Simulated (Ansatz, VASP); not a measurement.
## Two plane-wave programs on BN

File INCAR:

```
PREC = Accurate
ENCUT = 520
EDIFF = 1E-6
ISMEAR = 0
SIGMA = 0.05
LREAL = False
LASPH = True
NELM = 80
ALGO = Normal
ISIF = 2
LWAVE = False
LCHARG = False
GGA = PE
IVDW = 12
NBANDS = 11
```

The input KPOINTS:

```
regular mesh
0
Gamma
  12 12 12
```

The input POSCAR:

```
BN
1.0
    0.0000000000      3.3394821895      2.1688319106
    1.2538424675      0.0000000000      2.1688319106
    1.2538424675      3.3394821895      0.0000000000
B N
1 1
Direct
    0.0001068737      0.0001068737      0.9998931263
    0.6204853476      0.6204853476      0.3795146524
```

Input for Ansatz:

```yaml
crystal:
  lattice:
    - [0.0, 3.3394821895, 2.1688319106]
    - [1.2538424675, 0.0, 2.1688319106]
    - [1.2538424675, 3.3394821895, 0.0]
  atoms:
    - { symbol: B, position: [0.0001068737, 0.0001068737, 0.9998931263] }
    - { symbol: "N", position: [0.6204853476, 0.6204853476, 0.3795146524] }
basis:
  ecutwfc: 420
kpoints:
  mp_grid: { grid: [12, 12, 12] }
hamiltonian:
  xc: pbe
  dispersion: d3bj
scf:
  occupations: { method: gaussian, width: 0.05 }
output:
  forces: true
  stress: true
  eigenvalues: true
```

Change from the starting cell: all N atoms moved -0.200 Å, as atom 2 along Cartesian [0 0 1].

Alike in both runs: task single point; functional PBE; dispersion D3(BJ); k mesh 12 × 12 × 12; occupations gaussian, width 0.05 eV; no spin polarisation.

|  | VASP | Ansatz |
| --- | --- | --- |
| version | VASP 6.6.1 | Ansatz 0.2.0 |
| potentials or method | VASP PAW PBE potentials, release 64 (B, N), cutoff 520 eV | scalar-relativistic, plane waves, PAW |
| valence electrons in the cell | 8 | 8 |

|  | VASP | Ansatz | Ansatz less VASP |
| --- | --- | --- | --- |
| gap on the k mesh at the Fermi level (eV) | 3.13 | 3.14 | +0.006 |
| least direct gap on the mesh (eV) | 4.24 | 4.24 | +0.001 |
| pressure (GPa) | 11.7 | 11.8 | +0.13 |
| traceless stress, the component that is largest in VASP (GPa) | 24.72 | 24.71 | -0.011 |
| rms of the force components (eV/Å) | 3.267 | 3.277 | +0.0106 |

Atom by atom the forces differ by 0.011 eV/Å (rms over components).
